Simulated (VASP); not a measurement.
The system is Re.

```
Re
1.0
     0.00000    1.97500    1.97500
     1.97500    0.00000    1.97500
     1.97500    1.97500    0.00000
Re
1
Direct
  0.00000 0.00000 0.00000
```

This isn't the form of Re at room conditions, which is hcp.

Base run:

| Property | Result |
| --- | --- |
| Program | VASP 6.6.1 |
| Functional | PBE |
| Potentials or basis | VASP PAW PBE potentials, release 64 (Re) |
| Cutoff | 520 eV |
| k mesh | 17 × 17 × 17 |
| Occupations | fermi-dirac, width 0.1 eV |
| Spin | collinear spin |
| Starting moments | [0.3] μB |
| Fixed moment | 0.3 μB |

Its results: pressure -9.0 GPa; net moment 0.30 μB per cell.

Task: After a change of settings the same cell gave: pressure -9.7 GPa; net moment 0.00 μB per cell. Which change was it?
A. fixed moment from 0.3 μB to none; moments at the start from [0.3] to [1.5]
B. fixed moment from 0.3 μB to 0.5 μB; moments at the start from [0.3] to [0.5]
C. fixed moment from 0.3 μB to 1.2 μB; moments at the start from [0.3] to [1.2]

Result: A.

Caveats: the cell stands under tension; the total moment is fixed, so each spin has its own Fermi level (at least some runs).
